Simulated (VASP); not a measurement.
# NaGa12O18 (a cell with a defect) in VASP: notebook

Runs on NaGa12O18 (a cell with a defect). Level: PBE. Tasks: single point, relaxation of the atoms.

Program: VASP 6.6.1. These are calculated values, not measurements. Logs are shortened: lines on timing, memory, paths and dates and some standing lists are left out, and cuts for length are marked.

**1. The cell of the first run**

The cell holds a defect, 31 atoms: a = 9.250 Å, b = 5.877 Å, c = 6.416 Å, α = 103.29°, β = 103.90°, γ = 90.00°.

**2. Single point, PBE**

INCAR

```
SYSTEM = NaGa12O18
PREC = Accurate
ENCUT = 520
EDIFF = 1E-6
ISMEAR = -1
SIGMA = 0.01
LREAL = Auto
LASPH = .True.
NELM = 120
ALGO = Normal
ISIF = 2
LWAVE = .False.
LCHARG = .True.
GGA = PE
LELF = .True.
LVHAR = .True.
NBANDS = 156
NELECT = 270.0
GGA_COMPAT = .False.
ISYM = -1
```

KPOINTS

```
explicit points
1
Reciprocal
  0.25000000   0.25000000   0.25000000 1
```

POSCAR

```
NaGa12O18
1.0
    0.0000000000      9.2496621800      0.0000000000
   -1.3977182400      0.0000000000      5.7085775500
    6.2279771500     -1.5416103600      0.0067278600
Ga O Na
12 18 1
Direct
    0.1154175744      0.6438400743      0.6869949765
    0.2243252394      0.3180955735      0.3040714408
    0.3207523773      0.1993494158      0.8377701441
    0.0215692359      0.7712720384      0.1407217745
    0.4471201743      0.6819069201      0.6805231680
    0.5551343935      0.3041241168      0.3211859609
    0.6338032841      0.2015255769      0.8085209456
    0.3655082440      0.7889743934      0.1800706511
    0.7729914269      0.6847756381      0.6788437558
    0.8777696299      0.3193295834      0.3135186171
    0.9697341517      0.1940169558      0.8643405247
    0.6933845734      0.7892553784      0.1788779264
    0.1733937055      0.7246846656      0.0027329862
    0.1722455219      0.2604630910      0.9850452025
    0.2713679161      0.4079673002      0.6415158952
    0.0552810946      0.5721779249      0.3454209080
    0.0402236572      0.1052984757      0.2419023969
    0.2805557736      0.8817419275      0.6820634811
    0.5002321950      0.7343611152      0.0041059761
    0.5098930255      0.2570183909      1.0011480683
    0.6052378633      0.4338507696      0.6476408049
    0.3906222888      0.5596500146      0.3469885938
    0.3867928861      0.1033263866      0.3210989904
    0.6074980996      0.8893071721      0.6636645825
    0.8239941161      0.7319734364     -0.0031400849
    0.8196793927      0.2731712248      0.9955436981
    0.9516684118      0.4000237545      0.6506341306
    0.7267550746      0.5633065663      0.3534232399
    0.7234043496      0.1010947222      0.3330834213
    0.9489877435      0.8777479593      0.7013679125
    1.0840613262      1.0510412164      0.5491653866
```

Potentials or basis: VASP PAW PBE potentials, release 64 (Ga_d, O, Na_pv).

On the command line:

```console
$ cat potpaw_PBE.64/Ga_d/POTCAR potpaw_PBE.64/O/POTCAR potpaw_PBE.64/Na_pv/POTCAR > POTCAR
$ mpirun -np 1 vasp_std > vasp.out
```

OUTCAR:

```text
SYSTEM = NaGa12O18
   PREC = Accurate
   ENCUT = 520
   EDIFF = 1E-6
   ISMEAR = -1
   LREAL = Auto
   LASPH = .True.
   NELM = 120
   ISIF = 2
   GGA = PE
   NELECT = 270.0
   ISYM = -1

 ion  position               nearest neighbor table
   1  0.115  0.644  0.687-  13 1.91  27 2.02  15 2.03  30 2.07  16 2.07  18 2.08  31 2.73
   2  0.224  0.318  0.304-  14 1.93  23 1.96  17 2.02  22 2.02  15 2.04  16 2.18
   3  0.321  0.199  0.838-  20 1.80  14 1.84  18 1.89  15 1.93  31 2.51
   4  0.022  0.771  0.141-  13 1.82  25 1.83  17 1.91  16 1.92  31 2.68
   5  0.447  0.682  0.681-  18 1.94  24 1.96  19 1.97  22 2.03  21 2.08  15 2.22
   6  0.555  0.304  0.321-  20 1.95  23 1.95  29 1.96  21 2.00  28 2.14  22 2.15
   7  0.634  0.202  0.809-  26 1.83  24 1.84  20 1.86  21 1.88
   8  0.366  0.789  0.180-  23 1.85  13 1.85  19 1.85  22 1.89
   9  0.773  0.685  0.679-  25 1.93  30 1.94  24 1.94  28 1.98  21 2.08  27 2.36
  10  0.878  0.319  0.314-  26 1.93  29 1.96  28 2.02  17 2.03  27 2.05  16 2.16  31 2.85
  11  0.970  0.194  0.864-  26 1.80  14 1.85  30 1.90  27 2.01  31 2.48
  12  0.693  0.789  0.179-  19 1.85  25 1.85  29 1.86  28 1.91
  13  0.173  0.725  0.003-   4 1.82   8 1.85   1 1.91
  14  0.172  0.260  0.985-   3 1.84  11 1.85   2 1.93
  15  0.271  0.408  0.642-   3 1.93   1 2.03   2 2.04   5 2.22
  16  0.055  0.572  0.345-   4 1.92   1 2.07  10 2.16   2 2.18
  17  0.040  0.105  0.242-   4 1.91  31 2.01   2 2.02  10 2.03
  18  0.281  0.882  0.682-   3 1.89   5 1.94   1 2.08  31 2.16
  19  0.500  0.734  0.004-  12 1.85   8 1.85   5 1.97
  20  0.510  0.257  0.001-   3 1.80   7 1.86   6 1.95
  21  0.605  0.434  0.648-   7 1.88   6 2.00   5 2.08   9 2.08
  22  0.391  0.560  0.347-   8 1.89   2 2.02   5 2.03   6 2.15
  23  0.387  0.103  0.321-   8 1.85   6 1.95   2 1.96
  24  0.607  0.889  0.664-   7 1.84   9 1.94   5 1.96
  25  0.824  0.732  0.997-   4 1.83  12 1.85   9 1.93
  26  0.820  0.273  0.996-  11 1.80   7 1.83  10 1.93
  27  0.952  0.400  0.651-  11 2.01   1 2.02  10 2.05   9 2.36
  28  0.727  0.563  0.353-  12 1.91   9 1.98  10 2.02   6 2.14
  29  0.723  0.101  0.333-  12 1.86   6 1.96  10 1.96
  30  0.949  0.878  0.701-  11 1.90   9 1.94   1 2.07  31 2.14
  31  0.084  0.051  0.549-  17 2.01  30 2.14  18 2.16  11 2.48   3 2.51   4 2.68   1 2.73  10 2.85

IMPORTANT INFORMATION: All symmetrisations will be switched off!
NOSYMM: (Re-)initialisation of all symmetry stuff for point group C_1.

----------------------------------------------------------------------------------------

                                     Primitive cell

  volume of cell :     328.9392

  direct lattice vectors                    reciprocal lattice vectors
     0.000000000  9.249662180  0.000000000     0.026753887  0.108112056  0.006550563
    -1.397718240  0.000000000  5.708577550    -0.000189185  0.000000000  0.175128666
     6.227977150 -1.541610360  0.006727860     0.160523321  0.000000000  0.039303377

  length of vectors
[... 111 lines left out ...]
   EMIN   =  10.00;   EMAX   =-10.00  energy-range for DOS
   EFERMI =   0.00;   METHOD = LEGACY
   ISMEAR =    -1;   SIGMA  =   0.01  broadening in eV -4-tet -1-fermi 0-gaus
   EFERMI_NEDOS =   21; number of points for ismear=-14 and -15
   IALGO  =     38    algorithm
   IMIX   =      4    mixing-type and parameters
     AMIX     =   0.40;   BMIX     =  1.00
     AMIX_MAG =   1.60;   BMIX_MAG =  1.00
  volume/ion in A,a.u.               =      10.61        71.61
  Fermi-wavevector in a.u.,A,eV,Ry     =   1.532819  2.896608 31.967351  2.349534
  Thomas-Fermi vector in A             =   2.639972
   LORBIT       =      0    0 simple, 1 ext, 2 COOP (PROOUT), +10 PAW based schemes
   GGA     = PE    functional components
   LHFCALC =     F    Hartree Fock is set to
   AEXX    =    0.0000 exact exchange contribution
   IVDW    =     0    specifies the selected vdW correction
   LEPSILON=     F    determine dielectric tensor
   LRPA    =     F    only Hartree local field effects (RPA)
 non-spin polarized calculation
  energy-cutoff  :      520.00
  volume of cell :      328.94
 maximum number of plane-waves:      8866
 NGX is ok and might be reduce to    70
   NGX = 35   NGY = 21   NGZ = 23

 number of electron     270.0000029 magnetization

 Free energy of the ion-electron system (eV)
  ---------------------------------------------------
  ext. energy  EPLUGINS =         0.00000000
  ---------------------------------------------------
  free energy    TOTEN  =      -185.06963996 eV

  energy without entropy =     -185.06963996  energy(sigma->0) =     -185.06963996

 E-fermi :   3.9971     XC(G=0): -11.4975

 val. band max:        3.6597427053   @ k =   0.2500   0.2500   0.2500
 cond. band min:       7.7757427138   @ k =   0.2500   0.2500   0.2500
 fundamental gap:      4.1160000085
 Fermi energy:         3.9970741823

 k-point     1 :       0.2500    0.2500    0.2500
  band No.  band energies     occupation
      1     -17.9287      2.00000
      2     -17.7790      2.00000
      3     -17.7598      2.00000
      4     -14.6941      2.00000
      5     -14.5263      2.00000
      6     -14.3410      2.00000
[... 139 lines left out ...]
    146      10.7134      0.00000
    147      11.2226      0.00000
 [bands above 147 left out]

------------------------ aborting loop because EDIFF is reached ----------------------------------------

  FORCE on cell =-STRESS in cart. coord.  units (eV):
  Direction    XX          YY          ZZ          XY          YZ          ZX
  --------------------------------------------------------------------------------------
  -------------------------------------------------------------------------------------
  Total        7.1885826      5.4906616     -5.3975652      0.3870892     -0.0553382      2.0917126
  in kB       35.0137162     26.7435845    -26.2901363      1.8854108     -0.2695378     10.1881882
  external PRESSURE =      11.8223881 kB  Pullay stress =       0.0000000 kB

 VOLUME and BASIS-vectors are now :
 -----------------------------------------------------------------------------
  energy-cutoff  :      520.00
  volume of cell :      328.94
      direct lattice vectors                 reciprocal lattice vectors
     0.000000000  9.249662180  0.000000000     0.026753887  0.108112056  0.006550563
    -1.397718240  0.000000000  5.708577550    -0.000189185  0.000000000  0.175128666
     6.227977150 -1.541610360  0.006727860     0.160523321  0.000000000  0.039303377

 POSITION                                       TOTAL-FORCE (eV/Angst)
 -----------------------------------------------------------------------------------
      3.37868      0.00849      3.68003         0.005989      0.000488      0.013263
      1.44914      1.60617      1.81792        -0.005265     -0.007192      0.003332
      4.93898      1.67534      1.14364         0.013925      0.007710      0.008264
     -0.20161     -0.01743      4.40381        -0.010968      0.001268     -0.007269
      3.28517      3.08661      3.89730         0.014822     -0.006247     -0.003289
      1.57526      4.63966      1.73828        -0.017028      0.002181      0.000498
[... 23 lines left out ...]
      3.14126      7.69658      5.01541        -0.009833     -0.001903     -0.009562
      3.34885     -0.06906      0.29507         0.028402     -0.001465     -0.013307
 -----------------------------------------------------------------------------------
    total drift:                                0.005839      0.002784      0.005753

  FREE ENERGIE OF THE ION-ELECTRON SYSTEM (eV)
  ---------------------------------------------------
  free  energy   TOTEN  =      -185.0696399640 eV

  energy  without entropy=     -185.0696399640  energy(sigma->0) =     -185.06963996
```

OSZICAR:

```text
N       E                     dE             d eps       ncg     rms          rms(c)
DAV:   1     0.541362558828E+04    0.54136E+04   -0.10341E+05   344   0.317E+03
DAV:   2     0.134952412084E+04   -0.40641E+04   -0.37895E+04   312   0.998E+02
DAV:   3    -0.171293633003E+02   -0.13667E+04   -0.12992E+04   392   0.356E+02
DAV:   4    -0.195739614339E+03   -0.17861E+03   -0.17454E+03   368   0.139E+02
DAV:   5    -0.211800837621E+03   -0.16061E+02   -0.15935E+02   440   0.425E+01    0.301E+01
DAV:   6    -0.184374261812E+03    0.27427E+02   -0.11267E+02   560   0.673E+01    0.867E+00
DAV:   7    -0.185235937051E+03   -0.86168E+00   -0.14141E+01   360   0.120E+01    0.619E+00
DAV:   8    -0.185136799783E+03    0.99137E-01   -0.20303E+00   464   0.101E+01    0.185E+00
DAV:   9    -0.185062784054E+03    0.74016E-01   -0.51559E-01   424   0.706E+00    0.685E-01
DAV:  10    -0.185065743787E+03   -0.29597E-02   -0.14213E-01   472   0.235E+00    0.260E-01
DAV:  11    -0.185068176281E+03   -0.24325E-02   -0.25850E-02   368   0.157E+00    0.206E-01
DAV:  12    -0.185069350772E+03   -0.11745E-02   -0.95875E-03   432   0.888E-01    0.130E-01
DAV:  13    -0.185069473630E+03   -0.12286E-03   -0.49811E-03   408   0.638E-01    0.310E-02
DAV:  14    -0.185069590152E+03   -0.11652E-03   -0.12504E-03   456   0.301E-01    0.238E-02
DAV:  15    -0.185069633819E+03   -0.43667E-04   -0.64797E-04   480   0.137E-01    0.103E-02
DAV:  16    -0.185069637439E+03   -0.36202E-05   -0.48745E-05   376   0.781E-02    0.623E-03
DAV:  17    -0.185069639721E+03   -0.22820E-05   -0.31612E-05   352   0.351E-02    0.352E-03
DAV:  18    -0.185069639964E+03   -0.24320E-06   -0.64743E-06   264   0.237E-02
   1 F= -.18506964E+03 E0= -.18506964E+03  d E =-.154281E-14
```

stdout:

```text
POSCAR found type information on POSCAR GaO Na
 POSCAR found :  3 types and      31 ions
 scaLAPACK will be used
 LDA part: xc-table for (Slater+PW92), standard interpolation
 POSCAR, INCAR and KPOINTS ok, starting setup
 FFT: planning ... GRIDC
 FFT: planning ... GRID_SOFT
 FFT: planning ... GRID
 WAVECAR not read
 entering main loop
 the old and the new charge density differ
 old charge density:   271.00000 new  270.00000
    0.301E+01
```

Run time: 2.6 min. Hardware: 1 thread of Intel Xeon Platinum 8259CL at 2.50GHz (Skylake/Cascade Lake), shared host; peak memory 0.39 GiB.

Results:

```
Free energy   : -185.0696 eV
Largest force : 0.057 eV/Å
```

Forces in eV/Å, atoms in the order of the input:
```
Ga   0.006  0.000  0.013
Ga  -0.005 -0.007  0.003
Ga   0.014  0.008  0.008
Ga  -0.011  0.001 -0.007
Ga   0.015 -0.006 -0.003
Ga  -0.017  0.002  0.000
Ga  -0.003 -0.001 -0.002
Ga   0.009 -0.003  0.005
Ga   0.009  0.023 -0.015
Ga  -0.003  0.006  0.000
Ga   0.021 -0.010  0.013
Ga   0.012  0.003  0.003
O    0.004  0.002  0.000
O   -0.018  0.006  0.005
O    0.001  0.012 -0.002
O    0.000  0.005  0.006
O   -0.057 -0.002  0.006
O   -0.014 -0.009 -0.007
O   -0.014 -0.001 -0.007
O    0.005  0.005  0.008
O    0.014  0.000  0.001
O   -0.006  0.006  0.004
O    0.022 -0.005 -0.018
O   -0.020  0.001  0.018
O    0.003 -0.004 -0.009
O   -0.001 -0.012  0.009
O    0.006 -0.025  0.001
O   -0.012 -0.003  0.004
O    0.023  0.007 -0.014
O   -0.010 -0.002 -0.010
Na   0.028 -0.001 -0.013
```

Caveat: the cell carries a net charge on a neutralising background, which shifts energy and pressure; the cell is charged against a uniform background, so pressure and absolute levels hang on convention.

[end of part 1 of 2]
